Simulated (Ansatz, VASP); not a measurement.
# TiSi in VASP and in Ansatz

The input POSCAR:

```
TiSi
1.0
    1.7616926600     -2.0540952800      0.0000000000
    1.7616926600      2.0540952800      0.0000000000
    0.0000000000      0.0000000000      3.6898159800
Ti Si
1 1
Direct
    0.5000000000      0.5000000000      0.0000000000
    0.0000000000      0.0000000000      0.5000000000
```

Contents of INCAR.step1:

```
SYSTEM = TiSi
ALGO     = Normal         ! electronic algorithm
EDIFF    = 1E-4           ! SCF threshold, eV
ENCUT    = 520            ! plane-wave cutoff, eV
GGA      = PE             ! functional
ISMEAR   = 0              ! smearing method
LASPH    = .True.         ! aspherical terms in the spheres
LCHARG   = .False.        ! write CHGCAR
LREAL    = .False.        ! projectors in reciprocal space
LWAVE    = .True.         ! write WAVECAR
NBANDS   = 15             ! bands
NELM     = 60             ! most SCF steps
PREC     = Accurate       ! precision mode
SIGMA    = 0.15           ! smearing width, eV
```

Contents of INCAR.step2:

```
SYSTEM = TiSi
ALGO     = Normal         ! electronic algorithm
EDIFF    = 1E-7           ! SCF threshold, eV
ENCUT    = 520            ! plane-wave cutoff, eV
ISIF     = 2              ! what is computed and relaxed
ISMEAR   = 0              ! smearing method
ISTART   = 1            
LASPH    = .True.         ! aspherical terms in the spheres
LCHARG   = .False.        ! write CHGCAR
LMIXTAU  = .True.       
LREAL    = .False.        ! projectors in reciprocal space
LWAVE    = .False.        ! write WAVECAR
METAGGA  = R2SCAN         ! meta-GGA
NBANDS   = 15             ! bands
NELM     = 60             ! most SCF steps
PREC     = Accurate       ! precision mode
SIGMA    = 0.15           ! smearing width, eV
```

Contents of KPOINTS:

```
k-points
0
Gamma
  18 18 12
  0 0 0
```

Input for Ansatz:

```yaml
crystal:
  lattice:
    - [1.76169266, -2.05409528, 0.0]
    - [1.76169266, 2.05409528, 0.0]
    - [0.0, 0.0, 3.68981598]
  atoms:
    - { symbol: Ti, position: [0.5, 0.5, 0.0] }
    - { symbol: Si, position: [0.0, 0.0, 0.5] }
basis:
  ecutwfc: 500
kpoints:
  mp_grid: { grid: [18, 18, 12] }
hamiltonian:
  xc: r2scan
scf:
  occupations: { method: gaussian, width: 0.15 }
output:
  forces: true
  stress: true
  eigenvalues: true
```

Change from the starting cell: strain -0.030 along x and y, -0.030 along z, atoms carried along.

Alike in both runs: task single point; functional r2SCAN; k mesh 18 × 18 × 12; occupations gaussian, width 0.15 eV; no spin polarisation.

```csv
,VASP,Ansatz
version,VASP 6.6.1,Ansatz 0.2.0
potentials or method,"VASP PAW PBE potentials, release 64 (Ti_sv, Si), cutoff 520 eV","scalar-relativistic, plane waves, PAW"
valence electrons in the cell,16,16
```

Ansatz gave:

```
gap on the k mesh at the Fermi level (eV)                     : none
pressure (GPa)                                                : 13.1
traceless stress, the component that is largest in VASP (GPa) : -3.61
```

Problem. Estimate VASP's values.

Solution. gap on the k mesh at the Fermi level (eV): none; pressure (GPa): 13.6; traceless stress, the component that is largest in VASP (GPa): -3.51.

VASP's potentials were made for PBE, not for r2SCAN. A gap of «none» marks a metal or a gap that the smearing closes.
